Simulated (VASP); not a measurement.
# Na3HfO (P6/mmm) in VASP: notebook

Runs on Na3HfO. Level: PBE. Tasks: single point, relaxation of cell and atoms.

Everything below comes from runs of VASP 6.6.1. Logs are shortened: lines on timing, memory, paths and dates and some standing lists are left out, and cuts for length are marked.

### 1 The cell of the first run

Symmetry: P6/mmm, No. 191, hexagonal system. The conventional cell has a = 5.346 Å, b = 5.346 Å, c = 3.634 Å, α = 90.00°, β = 90.00°, γ = 120.00°. Na (site symmetry mmm) has 6 Na at 2.67 to 3.63 Å and 2 O at 2.67 Å and 4 Hf at 3.23 Å within 3.7 Å. Hf (site symmetry 6/mmm) has 2 O at 1.82 Å within 2.4 Å. O (site symmetry 6/mmm) has 2 Hf at 1.82 Å within 2.4 Å.

The cell was built from a structure type or drawn by symmetry, and may not be a known phase.

### 2 Single point, PBE

Input file INCAR:

```
SYSTEM = Na3HfO
PREC     = Accurate       ! precision mode
ENCUT    = 520            ! plane-wave cutoff, eV
EDIFF    = 1E-6           ! SCF threshold, eV
ISMEAR   = 0              ! smearing method
SIGMA    = 0.1            ! smearing width, eV
LREAL    = .False.        ! projectors in reciprocal space
LASPH    = .True.         ! aspherical terms in the spheres
NELM     = 80             ! most SCF steps
ALGO     = Normal         ! electronic algorithm
ISIF     = 2              ! what is computed and relaxed
LWAVE    = .False.        ! write WAVECAR
LCHARG   = .False.        ! write CHGCAR
GGA      = PE             ! functional
NBANDS   = 26             ! bands
```

Input file KPOINTS:

```
Automatic mesh
0
Gamma
  6 6 6
  0 0 0
```

Input file POSCAR:

```
Na3HfO
1.0
    5.3464873800      0.0000000000      0.0000000000
   -2.6732436900      4.6301938900      0.0000000000
    0.0000000000      0.0000000000      3.6335736600
Na Hf O
3 1 1
Direct
    0.5000000000      0.0000000000      0.5000000000
    0.0000000000      0.5000000000      0.5000000000
    0.5000000000      0.5000000000      0.5000000000
    0.0000000000      0.0000000000      0.0000000000
    0.0000000000      0.0000000000      0.5000000000
```

Potentials or basis: VASP PAW PBE potentials, release 64 (Na_pv, Hf_pv, O).

Command:

```bash
$ cat potpaw_PBE.64/Na_pv/POTCAR potpaw_PBE.64/Hf_pv/POTCAR potpaw_PBE.64/O/POTCAR > POTCAR
$ mpirun -np 1 vasp_std > vasp.out
```

OUTCAR:

```text
SYSTEM = Na3HfO
   PREC = Accurate
   ENCUT = 520
   EDIFF = 1E-6
   ISMEAR = 0
   LREAL = .False.
   LASPH = .True.
   NELM = 80
   ISIF = 2
   GGA = PE

 ion  position               nearest neighbor table
   1  0.500  0.000  0.500-   2 2.67   3 2.67   3 2.67   2 2.67   4 3.23   4 3.23   4 3.23   4 3.23

   2  0.000  0.500  0.500-   1 2.67   1 2.67   3 2.67   3 2.67   4 3.23   4 3.23   4 3.23   4 3.23

   3  0.500  0.500  0.500-   1 2.67   1 2.67   2 2.67   2 2.67   4 3.23   4 3.23   4 3.23   4 3.23

   4  0.000  0.000  0.000-   5 1.82   5 1.82   2 3.23   2 3.23   3 3.23   3 3.23   2 3.23   2 3.23
                             3 3.23   3 3.23   1 3.23   1 3.23   1 3.23   1 3.23
   5  0.000  0.000  0.500-   4 1.82   4 1.82

  LATTYP: Found a hexagonal cell.
 ALAT       =     5.3464873800
 C/A-ratio  =     0.6796188603

  Lattice vectors:

 A1 = (   5.3464873800,   0.0000000000,   0.0000000000)
 A2 = (  -2.6732436900,   4.6301938900,   0.0000000000)
 A3 = (   0.0000000000,   0.0000000000,   3.6335736600)

Analysis of symmetry for initial positions (statically):
=====================================================================
 Subroutine PRICEL returns:
 Original cell was already a primitive cell.

 Routine SETGRP: Setting up the symmetry group for a
 hexagonal supercell.

 Subroutine GETGRP returns: Found 24 space group operations
 (whereof 24 operations were pure point group operations)
 out of a pool of 24 trial point group operations.

The static configuration has the point symmetry D_6h.

Analysis of symmetry for dynamics (positions and initial velocities):
=====================================================================
 Subroutine PRICEL returns:
 Original cell was already a primitive cell.

 Routine SETGRP: Setting up the symmetry group for a
 hexagonal supercell.

 Subroutine GETGRP returns: Found 24 space group operations
 (whereof 24 operations were pure point group operations)
 out of a pool of 24 trial point group operations.

The dynamic configuration has the point symmetry D_6h.

 Subroutine INISYM returns: Found 24 space group operations
 (whereof 24 operations are pure point group operations),
 and found     1 'primitive' translations

----------------------------------------------------------------------------------------

                                     Primitive cell

  volume of cell :      89.9501

  direct lattice vectors                    reciprocal lattice vectors
     5.346487380  0.000000000  0.000000000     0.187038691  0.107986839  0.000000000
    -2.673243690  4.630193890  0.000000000     0.000000000  0.215973677  0.000000000
     0.000000000  0.000000000  3.633573660     0.000000000  0.000000000  0.275211154

  length of vectors
     5.346487380  5.346487378  3.633573660     0.215973677  0.215973677  0.275211154

  position of ions in fractional coordinates (direct lattice)
     0.500000000  0.000000000  0.500000000
     0.000000000  0.500000000  0.500000000
     0.500000000  0.500000000  0.500000000
     0.000000000  0.000000000  0.000000000
     0.000000000  0.000000000  0.500000000

  ion indices of the primitive-cell ions
   primitive index   ion index
                 1           1
                 2           2
                 3           3
                 4           4
                 5           5

----------------------------------------------------------------------------------------

 KPOINTS: Automatic mesh

Automatic generation of k-mesh.
 Grid dimensions read from file:
 generate k-points for:    6    6    6

 Generating k-lattice:

  Cartesian coordinates                     Fractional coordinates (reciprocal lattice)
     0.031173115  0.017997806  0.000000000     0.166666667  0.000000000  0.000000000
     0.000000000  0.035995613  0.000000000     0.000000000  0.166666667  0.000000000
     0.000000000  0.000000000  0.045868526     0.000000000  0.000000000  0.166666667

  Length of vectors
     0.035995613  0.035995613  0.045868526

  Shift w.r.t. Gamma in fractional coordinates (k-lattice)
     0.000000000  0.000000000  0.000000000

 Subroutine IBZKPT returns following result:
 ===========================================

 Found     28 irreducible k-points:

 Following reciprocal coordinates:
            Coordinates               Weight
  0.000000  0.000000  0.000000      1.000000
  0.166667  0.000000  0.000000      6.000000
  0.333333 -0.000000  0.000000      6.000000
  0.500000  0.000000  0.000000      3.000000
  0.166667  0.166667  0.000000      6.000000
  0.333333  0.166667  0.000000     12.000000
[... 16 lines left out ...]
  0.166667  0.000000  0.500000      6.000000
  0.333333 -0.000000  0.500000      6.000000
 [... further k-points ...]
   k-points           NKPTS =     28   k-points in BZ     NKDIM =     28   number of bands    NBANDS=     26
   number of dos      NEDOS =    301   number of ions     NIONS =      5
   total plane-waves  NPLWV =  44800
   dimension x,y,z NGX =    40 NGY =   40 NGZ =   28
   dimension x,y,z NGXF=    80 NGYF=   80 NGZF=   56
   ions per type =               3   1   1
   NGX,Y,Z   is equivalent  to a cutoff of  12.44, 12.44, 12.81 a.u.
   NGXF,Y,Z  is equivalent  to a cutoff of  24.88, 24.88, 25.62 a.u.
 SYSTEM =  Na3HfO
   PREC   = accura    normal or accurate (medium, high low for compatibility)
   ISTART =      0    job   : 0-new  1-cont  2-samecut
   ICHARG =      2    charge: 1-file 2-atom 10-const
   ISPIN  =      1    spin polarized calculation?
   LNONCOLLINEAR =      F non collinear calculations
   LSORBIT =      F    spin-orbit coupling
   LASPH  =      T    aspherical Exc in radial PAW
   ENCUT  =  520.0 eV  38.22 Ry    6.18 a.u.   9.94  9.94  6.76*2*pi/ulx,y,z
   NELM   =     80;   NELMIN=  2; NELMDL= -5     # of ELM steps
   EDIFF  = 0.1E-05   stopping-criterion for ELM
   LREAL  =      F    real-space projection
   EDIFFG = 0.1E-04   stopping-criterion for IOM
   NSW    =      0    number of steps for IOM
   IBRION =     -1    ionic relax: 0-MD 1-quasi-New 2-CG
   NFREE  =      0    steps in history (QN), initial steepest desc. (CG)
   ISIF   =      2    stress and relaxation
   ISYM   =      2    0-nonsym 1-usesym 2-fastsym
   POTIM  = 0.5000    time-step for ionic-motion
   TEBEG  =    0.0;   TEEND  =   0.0 temperature during run
   PSTRESS=    0.0 pullay stress
   NELECT =      37.0000    total number of electrons
   NUPDOWN=      -1.0000    fix difference up-down
   EMIN   =  10.00;   EMAX   =-10.00  energy-range for DOS
   EFERMI =   0.00;   METHOD = LEGACY
   ISMEAR =     0;   SIGMA  =   0.10  broadening in eV -4-tet -1-fermi 0-gaus
   EFERMI_NEDOS =   21; number of points for ismear=-14 and -15
   IALGO  =     38    algorithm
   IMIX   =      4    mixing-type and parameters
     AMIX     =   0.40;   BMIX     =  1.00
     AMIX_MAG =   1.60;   BMIX_MAG =  1.00
  volume/ion in A,a.u.               =      17.99       121.40
  Fermi-wavevector in a.u.,A,eV,Ry     =   1.217516  2.300772 20.168546  1.482346
  Thomas-Fermi vector in A             =   2.352834
   LORBIT       =      0    0 simple, 1 ext, 2 COOP (PROOUT), +10 PAW based schemes
   GGA     = PE    functional components
   LHFCALC =     F    Hartree Fock is set to
   AEXX    =    0.0000 exact exchange contribution
   IVDW    =     0    specifies the selected vdW correction
   LEPSILON=     F    determine dielectric tensor
   LRPA    =     F    only Hartree local field effects (RPA)
 non-spin polarized calculation
 Gauss-broadening in eV      SIGMA  =   0.10
  energy-cutoff  :      520.00
  volume of cell :       89.95
 maximum number of plane-waves:      2442
 NGX is ok and might be reduce to    40
   NGX = 19   NGY = 19   NGZ = 13

 number of electron      37.0000025 magnetization

 Free energy of the ion-electron system (eV)
  ---------------------------------------------------
  ext. energy  EPLUGINS =         0.00000000
  ---------------------------------------------------
  free energy    TOTEN  =       -18.88719106 eV

  energy without entropy =      -18.88093102  energy(sigma->0) =      -18.88406104

 E-fermi :   3.8115     XC(G=0):  -9.2762

 val. band max:        3.7784046272   @ k =   0.1667   0.1667   0.0000
 cond. band min:       3.9256360787   @ k =   0.3333  -0.0000   0.0000
 fundamental gap:      0.1472314515
 Fermi energy:         3.8114693287

 k-point     1 :       0.0000    0.0000    0.0000
  band No.  band energies     occupation
      1     -28.3440      2.00000
      2     -27.5723      2.00000
      3     -27.5723      2.00000
      4     -21.9790      2.00000
      5     -21.7521      2.00000
      6     -21.7521      2.00000
[... 18 lines left out ...]
     25       7.5964      0.00000
     26      10.2965      0.00000

 k-point     2 :       0.1667    0.0000    0.0000
  band No.  band energies     occupation
      1     -28.3440      2.00000
      2     -27.5721      2.00000
      3     -27.5720      2.00000
      4     -21.9536      2.00000
      5     -21.7534      2.00000
      6     -21.7336      2.00000
[... 18 lines left out ...]
     25       8.8997      0.00000
     26      10.5499      0.00000

 k-point     3 :       0.3333   -0.0000    0.0000
  band No.  band energies     occupation
      1     -28.3438      2.00000
      2     -27.5719      2.00000
      3     -27.5714      2.00000
      4     -21.8950      2.00000
      5     -21.7432      2.00000
      6     -21.6828      2.00000
[... 572 lines left out ...]
 k-point    23 :       0.1667    0.0000    0.5000
  band No.  band energies     occupation
      1     -29.0180      2.00000
      2     -27.5421      2.00000
      3     -27.5417      2.00000
      4     -21.9486      2.00000
      5     -21.7497      2.00000
      6     -21.7349      2.00000
[... 18 lines left out ...]
     25       8.3557      0.00000
     26       8.4273      0.00000

 k-point    24 :       0.3333   -0.0000    0.5000
  band No.  band energies     occupation
      1     -29.0191      2.00000
      2     -27.5431      2.00000
      3     -27.5420      2.00000
      4     -21.8897      2.00000
      5     -21.7301      2.00000
      6     -21.6832      2.00000
[... 18 lines left out ...]
     25       8.3631      0.00000
     26       8.9729      0.00000

 [... further k-points ...]

------------------------ aborting loop because EDIFF is reached ----------------------------------------

  FORCE on cell =-STRESS in cart. coord.  units (eV):
  Direction    XX          YY          ZZ          XY          YZ          ZX
  --------------------------------------------------------------------------------------
  -------------------------------------------------------------------------------------
  Total        8.3717349      8.3717349     27.5812787      0.0000000     -0.0000000      0.0000000
  in kB      149.1160393    149.1160392    491.2734426      0.0000000     -0.0000000      0.0000000
  external PRESSURE =     263.1685070 kB  Pullay stress =       0.0000000 kB

 VOLUME and BASIS-vectors are now :
 -----------------------------------------------------------------------------
  energy-cutoff  :      520.00
  volume of cell :       89.95
      direct lattice vectors                 reciprocal lattice vectors
     5.346487380  0.000000000  0.000000000     0.187038691  0.107986839  0.000000000
    -2.673243690  4.630193890  0.000000000     0.000000000  0.215973677  0.000000000
     0.000000000  0.000000000  3.633573660     0.000000000  0.000000000  0.275211154

 POSITION                                       TOTAL-FORCE (eV/Angst)
 -----------------------------------------------------------------------------------
      2.67324      0.00000      1.81679        -0.000000      0.000000      0.000000
     -1.33662      2.31510      1.81679        -0.000000      0.000000      0.000000
      1.33662      2.31510      1.81679         0.000000      0.000000      0.000000
      0.00000      0.00000      0.00000        -0.000000      0.000000      0.000000
      0.00000      0.00000      1.81679         0.000000      0.000000      0.000000
 -----------------------------------------------------------------------------------
    total drift:                               -0.000000      0.000000     -0.000000

  FREE ENERGIE OF THE ION-ELECTRON SYSTEM (eV)
  ---------------------------------------------------
  free  energy   TOTEN  =       -18.8871910632 eV

  energy  without entropy=      -18.8809310198  energy(sigma->0) =      -18.88406104
```

Wall time 32 s (1 thread of Intel Xeon 6975P-C (Granite Rapids), shared host); peak memory 0.23 GiB.

Results:

```yaml
Free_energy: -18.8872 eV
Pressure: 26.3 GPa
Band_gap_on_the_k_mesh: zero (an odd number of electrons rules out a gap without spin polarisation)
```

Caveat: the cell stands under pressure; spin-orbit coupling is left out, which moves the levels of the heavy elements; an odd number of electrons without spin polarisation forces a metal; a magnetic or distorted state may lie lower.

(Continued in part 2 of 3.)
